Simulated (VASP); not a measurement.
Set up this calculation in VASP 6.6.1, as the native input.

```
Task                   : single point
Functional             : PBE
Dispersion             : D3(BJ)
Potentials or basis    : VASP PAW PBE potentials, release 64 (P, B)
Cutoff                 : 520 eV
k mesh                 : 10 × 10 × 10
Occupations            : fermi-dirac, width 0.05 eV
Spin                   : no spin polarisation
Dipole correction      : no
Further INCAR settings : ALGO = Normal; EDIFF = 1e-07; NBANDS = 11
```

The structure of BP lies in POSCAR:

```
BP
1.0
    0.0000000000      2.3135014941      2.3135014941
    2.3135014941      0.0000000000      2.3135014941
    2.3135014941      2.3135014941      0.0000000000
P B
1 1
Direct
    0.7500000000      0.7500000000      0.7500000000
    0.0000000000      0.0000000000      0.0000000000
```

One way to write it, as run:

INCAR

```
SYSTEM = BP
ALGO = Normal ; EDIFF = 1E-7
ENCUT = 520 ; GGA = PE
ISIF = 2 ; ISMEAR = -1
IVDW = 12 ; LASPH = .TRUE.
LCHARG = .FALSE. ; LREAL = .FALSE.
LWAVE = .FALSE. ; NBANDS = 11
NELM = 80 ; PREC = Accurate
SIGMA = 0.05
```

KPOINTS

```
k-points
0
G
  10 10 10
  0 0 0
```

Potentials or basis: VASP PAW PBE potentials, release 64 (P, B).

Run with:

```sh
$ cat potpaw_PBE.64/P/POTCAR potpaw_PBE.64/B/POTCAR > POTCAR
$ mpirun -np 1 vasp_std > vasp.out
```

Results of the run:

```json
{"Pressure": "-11.7 GPa", "Band gap on the k mesh": "1.32 eV, indirect (least direct gap 3.32 eV)", "Dispersion energy per atom": "-0.305 eV"}
```

Run time: 20 s on 1 thread of AMD EPYC 7R13, on a shared host, peak memory 0.12 GiB.
